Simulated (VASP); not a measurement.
Set up this calculation in VASP 6.6.1, as the native input.

```yaml
Task: single point
Functional: LDA
Potentials_or_basis: VASP PAW LDA potentials, release 64 (Os)
Cutoff: 600 eV
k_mesh: 8 × 8 × 8
Occupations: fermi-dirac, width 0.05 eV
Spin: no spin polarisation
Dipole_correction: no
Further_INCAR_settings: ALGO = Normal; EDIFF = 1e-06; NBANDS = 10
```

The structure of Os lies in POSCAR:

```
Os
1.0
    0.0000000000      1.9010477877      1.9010477877
    1.9010477877      0.0000000000      1.9010477877
    1.9010477877      1.9010477877      0.0000000000
Os
1
Direct
    0.0000000000      0.0000000000      0.0000000000
```

This isn't the form of Os at room conditions, which is hcp.

One way to write it, as run:

INCAR

```
PREC = Accurate ; ENCUT = 600
EDIFF = 1E-6 ; ISMEAR = -1
SIGMA = 0.05 ; LREAL = F
LASPH = T ; NELM = 120
ALGO = Normal ; ISIF = 2
LWAVE = F ; LCHARG = F
GGA = CA ; NBANDS = 10
GGA_COMPAT = F
```

KPOINTS

```
regular mesh
0
Gamma
  8 8 8
```

Potentials or basis: VASP PAW LDA potentials, release 64 (Os).

Run with:

```sh
$ cat potpaw_LDA.64/Os/POTCAR > POTCAR
$ mpirun -np 1 vasp_std > vasp.out
```

It gave:

```
Pressure               : 1.3 GPa
Band gap on the k mesh : zero (bands 4 and 5 overlap by 3.49 eV)
```

Caveat: spin-orbit coupling is left out, which moves the levels of the heavy elements.

Wall time 2.3 s on 1 thread of Intel(R) Xeon(R) 6975P-C (Granite Rapids), with other jobs on the host, peak memory 0.13 GiB.
